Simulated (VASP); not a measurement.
Set up this calculation in VASP 6.6.1, as the native input.

```
Task                   : single point
Functional             : PBE
Dispersion             : D4
Potentials or basis    : VASP PAW PBE potentials, release 64 (Pb_d, Te)
Cutoff                 : 520 eV
k mesh                 : 7 × 7 × 7
Occupations            : fermi-dirac, width 0.05 eV
Spin                   : no spin polarisation
Dipole correction      : no
Further INCAR settings : ALGO = Normal; EDIFF = 1e-06; NBANDS = 17
```

The structure of TePb lies in POSCAR:

```
TePb
1.0
    0.0000000000      3.1873324849      3.1873324849
    3.1873324849      0.0000000000      3.1873324849
    3.1873324849      3.1873324849      0.0000000000
Pb Te
1 1
Direct
    0.0000000000      0.0000000000      0.0000000000
    0.5000000000      0.5000000000      0.5000000000
```

These files were run (other wordings do the same):

INCAR

```
PREC = Accurate
ENCUT = 520
EDIFF = 1E-6
ISMEAR = -1
SIGMA = 0.05
LREAL = False
LASPH = True
NELM = 100
ALGO = Normal
ISIF = 2
LWAVE = False
LCHARG = False
GGA = PE
IVDW = 13
NBANDS = 17
```

KPOINTS

```
regular mesh
0
Gamma
  7 7 7
```

Potentials or basis: VASP PAW PBE potentials, release 64 (Pb_d, Te).

Command:

```sh
$ cat potpaw_PBE.64/Pb_d/POTCAR potpaw_PBE.64/Te/POTCAR > POTCAR
$ mpirun -np 1 vasp_std > vasp.out
```

Results of the run:

```yaml
Pressure: 2.1 GPa
Dispersion_energy_per_atom: -0.455 eV
```

It took 61 s on 1 thread of AMD EPYC 7R13 (shared host), peak memory 0.18 GiB.
